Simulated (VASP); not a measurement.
A run of VASP 6.6.1 is set up as follows.

The input POSCAR:

```
As
1.0
    1.7962881066      1.0370874219      4.7649242957
   -1.7962881066      1.0370874219      4.7649242957
    0.0000000000     -2.0741748437      4.7649242957
As
2
Direct
    0.7857675534      0.7857675534      0.7857675534
    0.2142324466      0.2142324466      0.2142324466
```

Contents of INCAR.step1:

```
SYSTEM = As
ALGO = Normal ; EDIFF = 1E-4
ENCUT = 520 ; GGA = PE
ISMEAR = 0 ; LASPH = .TRUE.
LCHARG = .FALSE. ; LREAL = .FALSE.
LWAVE = .TRUE. ; NBANDS = 12
NELM = 80 ; PREC = Accurate
SIGMA = 0.02
```

INCAR.step2

```
SYSTEM = As
ALGO = Normal ; EDIFF = 1E-6
ENCUT = 520 ; ISIF = 2
ISMEAR = 0 ; ISTART = 1
LASPH = .TRUE. ; LCHARG = .FALSE.
LMIXTAU = .TRUE. ; LREAL = .FALSE.
LWAVE = .FALSE. ; METAGGA = R2SCAN
NBANDS = 12 ; NELM = 80
PREC = Accurate ; SIGMA = 0.02
```

The input KPOINTS:

```
k-points
0
G
  9 9 9
  0 0 0
```

Potentials or basis: VASP PAW PBE potentials, release 64 (As).

Command:

```console
$ cat potpaw_PBE.64/As/POTCAR > POTCAR
$ cp INCAR.step1 INCAR
$ mpirun -np 1 vasp_std > vasp.out
$ cp INCAR.step2 INCAR
$ mpirun -np 1 vasp_std > vasp.out
```

**Question.** What does it give for the largest force?

**Answer.** 0.063 eV/Å.

**Question.** Predict the band gap on the k mesh.

**Answer.** 0.20 eV, indirect (least direct gap 0.97 eV).

**Question.** Predict the pressure.

**Answer.** 0.7 GPa.

Stress tensor (GPa, compression positive):
```
0.66 0.00 0.00
0.00 0.66 0.00
0.00 0.00 0.77
```

Caveat: the PAW data sets were made with another functional, which shifts forces and pressure a little. A k mesh can miss the band edges.
